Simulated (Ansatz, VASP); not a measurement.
Ta: VASP beside Ansatz

File INCAR:

```
PREC = Accurate ; ENCUT = 520
EDIFF = 1E-6 ; ISMEAR = -1
SIGMA = 0.05 ; LREAL = F
LASPH = T ; NELM = 60
ALGO = Normal ; ISIF = 2
LWAVE = F ; LCHARG = F
GGA = PS ; NBANDS = 12
```

The input KPOINTS:

```
Automatic mesh
0
Gamma
  14 14 14
```

File POSCAR:

```
Ta
1.0
    2.4045340642      0.0000000000      0.0000000000
    0.0000000000      2.4045340642      0.0000000000
    0.0000000000      0.0000000000      2.4045340642
Ta
1
Direct
    0.0000000000      0.0000000000      0.0000000000
```

Input for Ansatz:

```yaml
crystal:
  lattice:
    - [2.4045340642, 0.0, 0.0]
    - [0.0, 2.4045340642, 0.0]
    - [0.0, 0.0, 2.4045340642]
  atoms:
    - { symbol: Ta, position: [0.0, 0.0, 0.0] }
kpoints:
  mp_grid: { grid: [14, 14, 14] }
scf:
  occupations: { method: fermi_dirac, width: 0.05 }
hamiltonian:
  xc: pbesol
  pseudopotentials: { kind: all_electron, lapw: { basis_error: 0.001 } }
output:
  forces: true
  stress: true
  eigenvalues: true
  populations: true
```

Change from the starting cell: volume scaled by 0.7, LAPW.

Alike in both runs: task single point; functional PBEsol; k mesh 14 × 14 × 14; occupations fermi-dirac, width 0.05 eV; no spin polarisation.

|  | VASP | Ansatz |
| --- | --- | --- |
| version | VASP 6.6.1 | Ansatz 0.2.0 |
| potentials or method | VASP PAW PBE potentials, release 64 (Ta_pv), cutoff 520 eV | all-electron LAPW, scalar-relativistic |

|  | VASP | Ansatz | Ansatz less VASP |
| --- | --- | --- | --- |
| pressure (GPa) | 113.5 | 109.6 | -3.94 |

VASP's potentials were made for PBE, not for PBEsol. Both programs put the cell under a high pressure, so it lies far from rest at this level. Ansatz ran all-electron here, and VASP with PAW potentials.

Spin-orbit coupling is off throughout. Noted on VASP's run: the cell as given lies far from equilibrium.
